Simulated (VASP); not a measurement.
Set up this calculation in VASP 6.6.1, as the native input.

```
Task                   : single point
Functional             : PBE
Potentials or basis    : VASP PAW PBE potentials, release 64 (O, C)
Cutoff                 : 520 eV
k mesh                 : 9 × 9 × 9
Occupations            : gaussian, width 0.05 eV
Spin                   : no spin polarisation
Dipole correction      : no
Further INCAR settings : ALGO = Normal; EDIFF = 1e-06; NBANDS = 25
```

The structure of CO2 lies in POSCAR:

```
CO2
1.0
   -1.9747270000      1.9747270000      3.0140580000
    1.9747270000     -1.9747270000      3.0140580000
    1.9747270000      1.9747270000     -3.0140580000
O C
4 2
Direct
    0.8750000000      0.9597980000      0.5847980000
    0.3750000000      0.2902020000      0.4152020000
    0.0402020000      0.6250000000      0.9152020000
    0.7097980000      0.1250000000      0.0847980000
    0.0000000000      0.0000000000      0.0000000000
    0.7500000000      0.2500000000      0.5000000000
```

The input as run:

INCAR

```
SYSTEM = CO2
PREC = Accurate ; ENCUT = 520
EDIFF = 1E-6 ; ISMEAR = 0
SIGMA = 0.05 ; LREAL = .False.
LASPH = .True. ; NELM = 100
ALGO = Normal ; ISIF = 2
LWAVE = .False. ; LCHARG = .False.
GGA = PE ; NBANDS = 25
```

KPOINTS

```
regular mesh
0
Gamma
  9 9 9
  0 0 0
```

Potentials or basis: VASP PAW PBE potentials, release 64 (O, C).

Launch:

```bash
$ cat potpaw_PBE.64/O/POTCAR potpaw_PBE.64/C/POTCAR > POTCAR
$ mpirun -np 1 vasp_std > vasp.out
```

Results of the run:

```yaml
Pressure: 0.9 GPa
Largest_force: 0.060 eV/Å
Band_gap_on_the_k_mesh: 7.66 eV (least direct gap 8.09 eV)
```

Caveat: an odd mesh through Γ misses points on the zone boundary, where band edges can lie.

It took 39 s on 1 thread of Intel(R) Xeon(R) Platinum 8488C (Sapphire Rapids), on a shared host, peak memory 0.2 GiB.
